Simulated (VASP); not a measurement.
Al3Ge2Ru:

```
Al Ge Ru
1.0
     3.35021    0.00000    0.00000
     0.00000    3.35021    0.00000
     0.00000    0.00000   10.60849
Al Ge Ru
3 2 1
Direct
  0.50000 0.50000 0.17872
  0.50000 0.50000 0.50000
  0.50000 0.50000 0.82128
  0.00000 0.00000 0.33344
  0.00000 0.00000 0.66656
  0.00000 0.00000 0.00000
```

```yaml
Program: VASP 6.6.1
Task: relaxation of cell and atoms
Functional: PBE
Potentials_or_basis: VASP PAW PBE potentials, release 64 (Al, Ge_d, Ru_pv)
Cutoff: 600 eV
k_mesh: 6 × 6 × 2
Occupations: gaussian, width 0.1 eV
Spin: no spin polarisation
```

At the start: pressure -14.0 GPa; volume 19.84 Å³/atom.

Question: Where does the relaxation end?

Answer: Over 16 steps the energy falls by 432.1 meV/atom and the volume is 15.84 Å³/atom (-20.2 %); space group P4/mmm (No. 123, to 0.05 Å).

Step by step:
| step | energy change (eV) | largest force (eV/Å) | pressure (GPa) | volume (Å³) |
| --- | --- | --- | --- | --- |
| 1 | 0.0000 | 1.9097 | -14.01 | 119.07 |
| 2 | -1.8321 | 2.2245 | 3.30 | 91.57 |
| 3 | -1.8321 | 2.2208 | 3.51 | 91.41 |
| 4 | -2.3492 | 1.0130 | 4.60 | 90.62 |
| 5 | -2.4291 | 0.7432 | 6.30 | 90.09 |
| 6 | -2.5064 | 0.4514 | -3.79 | 98.74 |
| 7 | -2.5441 | 0.5443 | -0.55 | 95.42 |
| 8 | -2.5747 | 0.3085 | -0.37 | 95.19 |
| 9 | -2.5840 | 0.1094 | -0.16 | 94.99 |
| 10 | -2.5841 | 0.1181 | -0.15 | 94.98 |
| 11 | -2.5893 | 0.0569 | 0.31 | 94.69 |
| 12 | -2.5901 | 0.0696 | 0.54 | 94.54 |
| 13 | -2.5919 | 0.0573 | -0.48 | 95.35 |
| 14 | -2.5921 | 0.0595 | -0.15 | 95.15 |
| 15 | -2.5921 | 0.0591 | -0.22 | 95.17 |
| 16 | -2.5928 | 0.0315 | -0.11 | 95.04 |

Final structure:
```cif
data_structure
_symmetry_space_group_name_H-M 'P 1'
_symmetry_Int_Tables_number 1
_cell_length_a 3.2289
_cell_length_b 3.2289
_cell_length_c 9.1164
_cell_angle_alpha 90.000
_cell_angle_beta 90.000
_cell_angle_gamma 90.000
_cell_volume 95.04
loop_
_atom_site_label
_atom_site_type_symbol
_atom_site_fract_x
_atom_site_fract_y
_atom_site_fract_z
_atom_site_occupancy
Al1 Al 0.50000 0.50000 0.14609 1
Al2 Al 0.50000 0.50000 0.50000 1
Al3 Al 0.50000 0.50000 0.85391 1
Ge1 Ge 0.00000 0.00000 0.31973 1
Ge2 Ge 0.00000 0.00000 0.68027 1
Ru1 Ru 0.00000 0.00000 0.00000 1
```

Caveat: the volume moved by over 15 % at a fixed basis, so the end points are rough.
